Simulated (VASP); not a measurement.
Write the native input for VASP 6.6.1 that does the following.

```
Task                   : single point
Functional             : PBE
Potentials or basis    : VASP PAW PBE potentials, release 64 (Au)
Cutoff                 : 520 eV
k mesh                 : 9 × 9 × 1
Occupations            : gaussian, width 0.1 eV
Spin                   : no spin polarisation
Dipole correction      : no
Further INCAR settings : ALGO = Normal; EDIFF = 1e-07; NBANDS = 54
```

The structure of Au lies in POSCAR:

```
Au
1.0
    2.8683968908      0.0000000000      0.0000000000
   -1.4341984454      2.4841045756      0.0000000000
    0.0000000000      0.0000000000     21.1050005462
Au
8
Direct
    0.0000000000      0.0000000000      0.0658330712
    0.0000000000      0.0000000000      0.5658330712
    0.0000000000      0.0000000000      0.4341669288
    0.0000000000      0.0000000000      0.9341669288
    0.3333333333      0.6666666667      0.1841311388
    0.6666666667      0.3333333333      0.6841311388
    0.3333333333      0.6666666667      0.3158688612
    0.6666666667      0.3333333333      0.8158688612
```

These files were run (other wordings do the same):

INCAR

```
SYSTEM = Au
  PREC = Accurate
  ENCUT = 520
  EDIFF = 1E-7
  ISMEAR = 0
  SIGMA = 0.1
  LREAL = .FALSE.
  LASPH = .TRUE.
  NELM = 100
  ALGO = Normal
  ISIF = 2
  LWAVE = .FALSE.
  LCHARG = .TRUE.
  GGA = PE
  LELF = .TRUE.
  LVHAR = .TRUE.
  NBANDS = 54
```

KPOINTS

```
regular mesh
0
G
  9 9 1
  0 0 0
```

Potentials or basis: VASP PAW PBE potentials, release 64 (Au).

Launch:

```console
$ cat potpaw_PBE.64/Au/POTCAR > POTCAR
$ mpirun -np 1 vasp_std > vasp.out
```

Results of the run:

```json
{"Pressure": "-0.3 GPa", "Largest force": "0.022 eV/Å", "Band gap on the k mesh": "zero (band 44 reaches 10.59 eV, above the bottom of band 45 at 5.81 eV)"}
```

Caveat: spin-orbit coupling is left out, which moves the levels of the heavy elements.

Wall time 72 s on 1 thread of AMD EPYC 9R45 96-Core Processor (Zen 5), with other jobs on the host, peak memory 0.27 GiB.
